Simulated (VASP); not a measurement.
Write the native input for VASP 6.6.1 that does the following.

```yaml
Task: single point
Functional: PBE
Potentials_or_basis: VASP PAW PBE potentials, release 64 (Sr_sv, Cl)
Cutoff: 520 eV
k_mesh: 6 × 6 × 6
Occupations: fermi-dirac, width 0.02 eV
Spin: no spin polarisation
Dipole_correction: no
Further_INCAR_settings: ALGO = Normal; EDIFF = 1e-06; NBANDS = 19
```

The structure of SrCl2 lies in POSCAR:

```
SrCl2
1.0
    0.0000000000      3.4977180853      3.4977180853
    3.4977180853      0.0000000000      3.4977180853
    3.4977180853      3.4977180853      0.0000000000
Sr Cl
1 2
Direct
    0.0000000000      0.0000000000      0.0000000000
    0.2500000000      0.2500000000      0.2500000000
    0.7500000000      0.7500000000      0.7500000000
```

One way to write it, as run:

INCAR

```
SYSTEM = SrCl2
ALGO     = Normal         ! electronic algorithm
EDIFF    = 1E-6           ! SCF threshold, eV
ENCUT    = 520            ! plane-wave cutoff, eV
GGA      = PE             ! functional
ISIF     = 2              ! what is computed and relaxed
ISMEAR   = -1             ! smearing method
LASPH    = .TRUE.         ! aspherical terms in the spheres
LCHARG   = .FALSE.        ! write CHGCAR
LREAL    = .FALSE.        ! projectors in reciprocal space
LWAVE    = .FALSE.        ! write WAVECAR
NBANDS   = 19             ! bands
NELM     = 100            ! most SCF steps
PREC     = Accurate       ! precision mode
SIGMA    = 0.02           ! smearing width, eV
```

KPOINTS

```
k-points
0
G
  6 6 6
  0 0 0
```

Potentials or basis: VASP PAW PBE potentials, release 64 (Sr_sv, Cl).

The run is started by

```console
$ cat potpaw_PBE.64/Sr_sv/POTCAR potpaw_PBE.64/Cl/POTCAR > POTCAR
$ mpirun -np 1 vasp_std > vasp.out
```

It gave:

```
Pressure               : 0.8 GPa
Band gap on the k mesh : 5.31 eV (least direct gap 5.51 eV)
```

Caveat: the structure was generated, so it needn't be the stable form of SrCl2.

It took 53 s on 1 thread of Intel Xeon 8259CL (shared host), peak memory 0.24 GiB.
